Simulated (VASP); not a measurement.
# InP in VASP: further runs, part 2 of 2

VASP 6.6.1. The steps go on from the part before.

**4. Single point, LDA (22.34 Å³/atom)**

This run uses another cell than the first one, of 22.34 Å³/atom.

Contents of INCAR:

```
SYSTEM = InP
PREC = Accurate ; ENCUT = 520
EDIFF = 1E-6 ; ISMEAR = -1
SIGMA = 0.05 ; LREAL = .FALSE.
LASPH = .TRUE. ; NELM = 100
ALGO = Normal ; ISIF = 2
LWAVE = .FALSE. ; LCHARG = .FALSE.
NBANDS = 16
```

Contents of KPOINTS:

```
regular mesh
0
G
  11 11 11
  0 0 0
```

Contents of POSCAR:

```
InP
1.0
    0.0000000000      2.8164141889      2.8164141889
    2.8164141889      0.0000000000      2.8164141889
    2.8164141889      2.8164141889      0.0000000000
In P
1 1
Direct
    0.0000000000      0.0000000000      0.0000000000
    0.5000000000      0.5000000000      0.5000000000
```

Potentials or basis: VASP PAW LDA potentials, release 64 (In_d, P).

Command:

```sh
$ cat potpaw_LDA.64/In_d/POTCAR potpaw_LDA.64/P/POTCAR > POTCAR
$ mpirun -np 1 vasp_std > vasp.out
```

OUTCAR:

```text
SYSTEM = InP
   PREC = Accurate
   ENCUT = 520
   EDIFF = 1E-6
   ISMEAR = -1
   LREAL = .FALSE.
   LASPH = .TRUE.
   NELM = 100
   ISIF = 2

 ion  position               nearest neighbor table
   1  0.000  0.000  0.000-   2 2.82   2 2.82   2 2.82   2 2.82   2 2.82   2 2.82
   2  0.500  0.500  0.500-   1 2.82   1 2.82   1 2.82   1 2.82   1 2.82   1 2.82

  LATTYP: Found a face centered cubic cell.
 ALAT       =     5.6328283778

  Lattice vectors:

 A1 = (   0.0000000000,   2.8164141889,   2.8164141889)
 A2 = (   2.8164141889,   0.0000000000,   2.8164141889)
 A3 = (   2.8164141889,   2.8164141889,   0.0000000000)

Analysis of symmetry for initial positions (statically):
=====================================================================
 Subroutine PRICEL returns:
 Original cell was already a primitive cell.

 Routine SETGRP: Setting up the symmetry group for a
 face centered cubic supercell.

 Subroutine GETGRP returns: Found 48 space group operations
 (whereof 48 operations were pure point group operations)
 out of a pool of 48 trial point group operations.

The static configuration has the point symmetry O_h .

Analysis of symmetry for dynamics (positions and initial velocities):
=====================================================================
 Subroutine PRICEL returns:
 Original cell was already a primitive cell.

 Routine SETGRP: Setting up the symmetry group for a
 face centered cubic supercell.

 Subroutine GETGRP returns: Found 48 space group operations
 (whereof 48 operations were pure point group operations)
 out of a pool of 48 trial point group operations.

The dynamic configuration has the point symmetry O_h .

 Subroutine INISYM returns: Found 48 space group operations
 (whereof 48 operations are pure point group operations),
 and found     1 'primitive' translations

----------------------------------------------------------------------------------------

                                     Primitive cell

  volume of cell :      44.6807
[... 109 lines left out ...]
     AMIX_MAG =   1.60;   BMIX_MAG =  1.00
  volume/ion in A,a.u.               =      22.34       150.76
  Fermi-wavevector in a.u.,A,eV,Ry     =   1.209091  2.284852 19.890385  1.461902
  Thomas-Fermi vector in A             =   2.344679
   LORBIT       =      0    0 simple, 1 ext, 2 COOP (PROOUT), +10 PAW based schemes
   GGA     = CA    functional components
   LHFCALC =     F    Hartree Fock is set to
   AEXX    =    0.0000 exact exchange contribution
   IVDW    =     0    specifies the selected vdW correction
   LEPSILON=     F    determine dielectric tensor
   LRPA    =     F    only Hartree local field effects (RPA)
 non-spin polarized calculation
  energy-cutoff  :      520.00
  volume of cell :       44.68
 maximum number of plane-waves:      1243
 NGX is ok and might be reduce to    30
   NGX = 15   NGY = 15   NGZ = 15

 number of electron      17.9999996 magnetization

 Free energy of the ion-electron system (eV)
  ---------------------------------------------------
  ext. energy  EPLUGINS =         0.00000000
  ---------------------------------------------------
  free energy    TOTEN  =        -9.19354659 eV

  energy without entropy =       -9.18628169  energy(sigma->0) =       -9.18991414

 E-fermi :   6.2091     XC(G=0): -10.4098

 val. band max:        6.2060075867   @ k =   0.0000   0.0000   0.0000
 cond. band min:       6.2286449093   @ k =  -0.0909   0.0909   0.0000
 fundamental gap:      0.0226373226
 Fermi energy:         6.2090553405

 k-point     1 :       0.0000    0.0000    0.0000
  band No.  band energies     occupation
      1      -7.8598      2.00000
      2      -7.8598      2.00000
      3      -7.8386      2.00000
      4      -7.8386      2.00000
      5      -7.8386      2.00000
      6      -5.4081      2.00000
[... 433 lines left out ...]
      3      -7.8358      2.00000
      4      -7.8075      2.00000
      5      -7.7960      2.00000
      6      -4.3947      2.00000
[... 8 lines left out ...]
     15      16.0036      0.00000
     16      17.1207      0.00000

 [... further k-points ...]

------------------------ aborting loop because EDIFF is reached ----------------------------------------

  FORCE on cell =-STRESS in cart. coord.  units (eV):
  Direction    XX          YY          ZZ          XY          YZ          ZX
  --------------------------------------------------------------------------------------
  -------------------------------------------------------------------------------------
  Total       -2.2047570     -2.2047570     -2.2047570      0.0000000      0.0000000      0.0000000
  in kB      -79.0590784    -79.0590784    -79.0590784      0.0000000      0.0000000      0.0000000
  external PRESSURE =     -79.0590784 kB  Pullay stress =       0.0000000 kB

 VOLUME and BASIS-vectors are now :
 -----------------------------------------------------------------------------
  energy-cutoff  :      520.00
  volume of cell :       44.68
      direct lattice vectors                 reciprocal lattice vectors
     0.000000000  2.816414189  2.816414189    -0.177530706  0.177530706  0.177530706
     2.816414189  0.000000000  2.816414189     0.177530706 -0.177530706  0.177530706
     2.816414189  2.816414189  0.000000000     0.177530706  0.177530706 -0.177530706

 POSITION                                       TOTAL-FORCE (eV/Angst)
 -----------------------------------------------------------------------------------
      0.00000      0.00000      0.00000        -0.000000      0.000000      0.000000
      2.81641      2.81641      2.81641         0.000000     -0.000000      0.000000
 -----------------------------------------------------------------------------------
    total drift:                               -0.000000      0.000000      0.000000

  FREE ENERGIE OF THE ION-ELECTRON SYSTEM (eV)
  ---------------------------------------------------
  free  energy   TOTEN  =        -9.1935465924 eV

  energy  without entropy=       -9.1862816858  energy(sigma->0) =       -9.18991414
```

OSZICAR:

```text
N       E                     dE             d eps       ncg     rms          rms(c)
DAV:   1     0.104388902724E+03    0.10439E+03   -0.85105E+03  1832   0.131E+03
DAV:   2    -0.286720445438E+01   -0.10726E+03   -0.10246E+03  1992   0.293E+02
DAV:   3    -0.930402482967E+01   -0.64368E+01   -0.63718E+01  2392   0.697E+01
DAV:   4    -0.946009892209E+01   -0.15607E+00   -0.15602E+00  2232   0.113E+01
DAV:   5    -0.946704411598E+01   -0.69452E-02   -0.69451E-02  2688   0.210E+00    0.442E+00
DAV:   6    -0.920833365791E+01    0.25871E+00   -0.47801E-01  2704   0.108E+01    0.250E+00
DAV:   7    -0.919692025281E+01    0.11413E-01   -0.49266E-02  2472   0.172E+00    0.107E+00
DAV:   8    -0.919362352619E+01    0.32967E-02   -0.37893E-03  2192   0.713E-01    0.989E-02
DAV:   9    -0.919354495386E+01    0.78572E-04   -0.20675E-04  2912   0.207E-01    0.660E-02
DAV:  10    -0.919354680711E+01   -0.18532E-05   -0.18511E-05  2144   0.346E-02    0.249E-02
DAV:  11    -0.919354659236E+01    0.21475E-06   -0.24450E-06  2304   0.149E-02
   1 F= -.91935466E+01 E0= -.91899141E+01  d E =-.726491E-02
```

stdout:

```text
POSCAR found type information on POSCAR InP
 POSCAR found :  2 types and       2 ions
 scaLAPACK will be used
 LDA part: xc-table for (Slater(with rela. corr.)+CA(PZ))
 , standard interpolation
 POSCAR, INCAR and KPOINTS ok, starting setup
 FFT: planning ... GRIDC
 FFT: planning ... GRID_SOFT
 FFT: planning ... GRID
 WAVECAR not read
 entering main loop
```

Wall time 32 s (1 thread of Intel Xeon 8259CL, shared host); peak memory 0.17 GiB.

What came out:

```yaml
Free_energy: -9.1935 eV
Pressure: -7.9 GPa
Band_gap_on_the_k_mesh: zero (bands 9 and 10 overlap by 2.47 eV)
```

Caveat: the cell stands under tension; spin-orbit coupling is left out, which moves the levels of the heavy elements.

**5. Single point, LDA (22.81 Å³/atom)**

This run uses another cell than the first one, of 22.81 Å³/atom.

Contents of INCAR:

```
SYSTEM = InP
PREC     = Accurate       ! precision mode
ENCUT    = 520            ! plane-wave cutoff, eV
EDIFF    = 1E-6           ! SCF threshold, eV
ISMEAR   = -1             ! smearing method
SIGMA    = 0.05           ! smearing width, eV
LREAL    = .False.        ! projectors in reciprocal space
LASPH    = .True.         ! aspherical terms in the spheres
NELM     = 100            ! most SCF steps
ALGO     = Normal         ! electronic algorithm
ISIF     = 2              ! what is computed and relaxed
LWAVE    = .False.        ! write WAVECAR
LCHARG   = .True.         ! write CHGCAR
GGA      = CA             ! functional
LELF     = .True.         ! ELF
LVHAR    = .True.       
NBANDS   = 16             ! bands
```

Contents of KPOINTS:

```
Automatic mesh
0
Gamma
  11 11 11
  0 0 0
```

Contents of POSCAR:

```
InP
1.0
    0.0000000000      2.8358383488      2.8358383488
    2.8358383488      0.0000000000      2.8358383488
    2.8358383488      2.8358383488      0.0000000000
In P
1 1
Direct
    0.0000000000      0.0000000000      0.0000000000
    0.5000000000      0.5000000000      0.5000000000
```

Command:

```sh
$ cat potpaw_LDA.64/In_d/POTCAR potpaw_LDA.64/P/POTCAR > POTCAR
$ mpirun -np 1 vasp_std > vasp.out
```

Wall time 41 s (1 thread of Intel Xeon 8259CL, shared host); peak memory 0.17 GiB.

It converged, with:

- Free energy: -9.1451 eV
- Pressure: -8.8 GPa
- Band gap on the k mesh: zero (bands 9 and 10 overlap by 2.40 eV)

Levels at points of the mesh, in eV from the Fermi level:
| k point | band 6 | band 7 | band 8 | band 9 | band 10 | band 11 | band 12 | band 13 |
| --- | --- | --- | --- | --- | --- | --- | --- | --- |
| (0.00, 0.00, 0.00) | -11.48 | -0.20 | -0.20 | -0.20 | -0.15 | 7.12 | 7.12 | 7.12 |

Caveat: the cell stands under tension; spin-orbit coupling is left out, which moves the levels of the heavy elements.

**6. Summary**

| cell | gap on the mesh (eV) | pressure (GPa) |
| --- | --- | --- |
| a = 4.017, b = 4.017, c = 4.038 Å, angles 59.8, 59.8, 60.3°, 2 atoms | none | -9.3 |
| a = 3.955 Å, angles 60.0°, 2 atoms | none | -6.8 |
| a = 3.983 Å, angles 60.0°, 2 atoms | none | -7.9 |
| a = 4.010 Å, angles 60.0°, 2 atoms | none | -8.8 |

Alike in all rows: task single point; level LDA; potentials or basis VASP PAW LDA potentials, release 64 (In_d, P); no spin polarisation; k mesh 11 × 11 × 11; cutoff (eV) 520; smearing fermi-dirac 0.05 eV.

Caveats: the cell stands under tension; spin-orbit coupling is left out, which moves the levels of the heavy elements.

Absolute energies hang on the potentials; compare differences alone.
